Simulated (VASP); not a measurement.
Set up this calculation in VASP 6.6.1, as the native input.

```
Task                   : single point
Functional             : PBEsol
Potentials or basis    : VASP PAW PBE potentials, release 64 (Sb, In_d)
Cutoff                 : 520 eV
k mesh                 : 8 × 8 × 8
Occupations            : gaussian, width 0.02 eV
Spin                   : no spin polarisation
Dipole correction      : no
Further INCAR settings : ALGO = Normal; EDIFF = 1e-06; NBANDS = 22
```

The structure of InSb3 lies in POSCAR:

```
InSb3
1.0
    0.0000000000      3.7562235409      3.7562235409
    3.7562235409      0.0000000000      3.7562235409
    3.7562235409      3.7562235409      0.0000000000
Sb In
3 1
Direct
    0.5000000000      0.5000000000      0.5000000000
    0.7500000000      0.7500000000      0.7500000000
    0.2500000000      0.2500000000      0.2500000000
    0.0000000000      0.0000000000      0.0000000000
```

One way to write it, as run:

INCAR

```
PREC = Accurate
ENCUT = 520
EDIFF = 1E-6
ISMEAR = 0
SIGMA = 0.02
LREAL = False
LASPH = True
NELM = 60
ALGO = Normal
ISIF = 2
LWAVE = False
LCHARG = True
GGA = PS
LELF = True
LVHAR = True
NBANDS = 22
```

KPOINTS

```
regular mesh
0
Gamma
  8 8 8
```

Potentials or basis: VASP PAW PBE potentials, release 64 (Sb, In_d).

Run with:

```sh
$ cat potpaw_PBE.64/Sb/POTCAR potpaw_PBE.64/In_d/POTCAR > POTCAR
$ mpirun -np 1 vasp_std > vasp.out
```

Results of the run:

The pressure is -1.7 GPa and the band gap on the k mesh is zero (band 14 reaches 9.41 eV, above the bottom of band 15 at 5.98 eV).

Caveat: the PAW data sets were made with another functional, which shifts forces and pressure a little; spin-orbit coupling is left out, which moves the levels of the heavy elements.

It took 39 s on 1 thread of Intel(R) Xeon(R) Platinum 8559C (Emerald Rapids) (shared host), peak memory 0.26 GiB.
